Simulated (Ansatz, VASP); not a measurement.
AlNi3: VASP beside Ansatz

The input INCAR:

```
SYSTEM = AlNi3
PREC = Accurate
ENCUT = 520
EDIFF = 1E-7
ISMEAR = -1
SIGMA = 0.05
LREAL = .FALSE.
LASPH = .TRUE.
NELM = 150
ALGO = Normal
ISIF = 2
LWAVE = .FALSE.
LCHARG = .FALSE.
ISPIN = 2
MAGMOM = 0 0.3 0.3 0.3
LORBIT = 11
LMAXMIX = 4
GGA = PE
NBANDS = 28
```

Contents of KPOINTS:

```
regular mesh
0
G
  9 9 9
  0 0 0
```

File POSCAR:

```
AlNi3
1.0
    3.5230547267      0.0000000000      0.0000000000
    0.0000000000      3.5230547267      0.0000000000
    0.0000000000      0.0000000000      3.5230547267
Al Ni
1 3
Direct
    0.0000000000      0.0000000000      0.0000000000
    0.0000000000      0.5000000000      0.5000000000
    0.5000000000      0.0000000000      0.5000000000
    0.5000000000      0.5000000000      0.0000000000
```

Input for Ansatz:

```yaml
crystal:
  lattice:
    - [3.5230547267, 0.0, 0.0]
    - [0.0, 3.5230547267, 0.0]
    - [0.0, 0.0, 3.5230547267]
  atoms:
    - { symbol: Al, position: [0.0, 0.0, 0.0] }
    - { symbol: Ni, position: [0.0, 0.5, 0.5], spin: 0.3 }
    - { symbol: Ni, position: [0.5, 0.0, 0.5], spin: 0.3 }
    - { symbol: Ni, position: [0.5, 0.5, 0.0], spin: 0.3 }
magnetization:
  spin_polarized: true
kpoints:
  mp_grid: { grid: [9, 9, 9] }
scf:
  occupations: { method: fermi_dirac, width: 0.05 }
  lower_state_search: "off"
hamiltonian:
  xc: pbe
  pseudopotentials: { kind: paw }
output:
  eigenvalues: false
  eigenstates:
    nscf_kmesh: { grid: [13, 13, 13] }
    top_band: c43
    magnetocrystalline_anisotropy:
      directions:
        - [0.0, 0.0, 1.0]
        - [0.57735027, 0.57735027, 0.57735027]
        - [0.70710678, 0.70710678, 0.0]
```

Alike in both runs: task single point; functional PBE; k mesh 9 × 9 × 9; occupations fermi-dirac, width 0.05 eV; collinear spin.

|  | VASP | Ansatz |
| --- | --- | --- |
| version | VASP 6.6.1 | Ansatz 0.2.0 |
| potentials or method | VASP PAW PBE potentials, release 64 (Al, Ni) | PAW with Ansatz's default frozen-core files, scalar-relativistic |
| plane-wave cutoff (eV) | 520 | 420 |
| valence electrons in the cell | 33 | 57 |

|  | VASP | Ansatz | Ansatz less VASP |
| --- | --- | --- | --- |
| net moment per atom (μB) | 0.17 | 0.17 | +0.008 |
| size of the moment on the site where the two differ most (μB) | 0.23 | 0.26 | +0.023 |

Site moments also hang on the region over which each program counts them. VASP's potentials hold 33 valence electrons a cell and Ansatz's 57, so a difference there can come from the potentials and not from the codes. Ansatz's warnings: anisotropy in doubt.
